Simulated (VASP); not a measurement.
Wanted: the native input for a VASP 6.6.1 run.

* Task: single point
* Functional: r2SCAN
* Potentials or basis: VASP PAW PBE potentials, release 64 (Ti_sv, Ni)
* Cutoff: 520 eV
* k mesh: 14 × 14 × 14
* Occupations: gaussian, width 0.1 eV
* Spin: collinear spin, ferromagnetic start
* Starting moments: [0.51, 0.4] μB
* Dipole correction: no
* Further INCAR settings: ALGO = Normal; EDIFF = 1e-06; NBANDS = 22

TiNi:

```
Ti Ni
1.0
     2.98879    0.00000    0.00000
     0.00000    2.98879    0.00000
     0.00000    0.00000    2.98879
Ti Ni
1 1
Cartesian
  1.4944 1.4944 1.4944
  0.0000 0.0000 0.0000
```

One way to write it, as run:

POSCAR

```
TiNi
1.0
    2.9887894991      0.0000000000      0.0000000000
    0.0000000000      2.9887894991      0.0000000000
    0.0000000000      0.0000000000      2.9887894991
Ti Ni
1 1
Direct
    0.5000000000      0.5000000000      0.5000000000
    0.0000000000      0.0000000000      0.0000000000
```

INCAR.step1

```
SYSTEM = TiNi
  PREC = Accurate
  ENCUT = 520
  ISMEAR = 0
  SIGMA = 0.1
  LREAL = .FALSE.
  LASPH = .TRUE.
  NELM = 150
  ISPIN = 2
  MAGMOM = 0.51 0.4
  LMAXMIX = 4
  NBANDS = 22
  GGA = PE
  ALGO = Normal
  EDIFF = 1E-4
  LWAVE = .TRUE.
  LCHARG = .FALSE.
```

INCAR.step2

```
SYSTEM = TiNi
  PREC = Accurate
  ENCUT = 520
  EDIFF = 1E-6
  ISMEAR = 0
  SIGMA = 0.1
  LREAL = .FALSE.
  LASPH = .TRUE.
  NELM = 150
  ALGO = Normal
  ISIF = 2
  LWAVE = .FALSE.
  LCHARG = .FALSE.
  ISPIN = 2
  MAGMOM = 0.51 0.4
  LORBIT = 11
  LMAXMIX = 4
  METAGGA = R2SCAN
  LMIXTAU = .TRUE.
  NBANDS = 22
  ISTART = 1
```

KPOINTS

```
Automatic mesh
0
G
  14 14 14
  0 0 0
```

Potentials or basis: VASP PAW PBE potentials, release 64 (Ti_sv, Ni).

The run is started by

```console
$ cat potpaw_PBE.64/Ti_sv/POTCAR potpaw_PBE.64/Ni/POTCAR > POTCAR
$ cp INCAR.step1 INCAR
$ mpirun -np 1 vasp_std > vasp.out
$ cp INCAR.step2 INCAR
$ mpirun -np 1 vasp_std > vasp.out
```

It gave:

```json
{"Pressure": "0.5 GPa", "Band gap on the k mesh": "zero (filled and empty bands overlap)", "Net moment": "0.00 μB per cell", "Valence electrons inside the program's atomic spheres": "Ti 10.21; Ni 9.45"}
```

Caveat: the PAW data sets were made with another functional, which shifts forces and pressure a little.

It took 3.3 min on 1 thread of Intel(R) Xeon(R) 6975P-C (Granite Rapids) (shared host), peak memory 0.23 GiB.
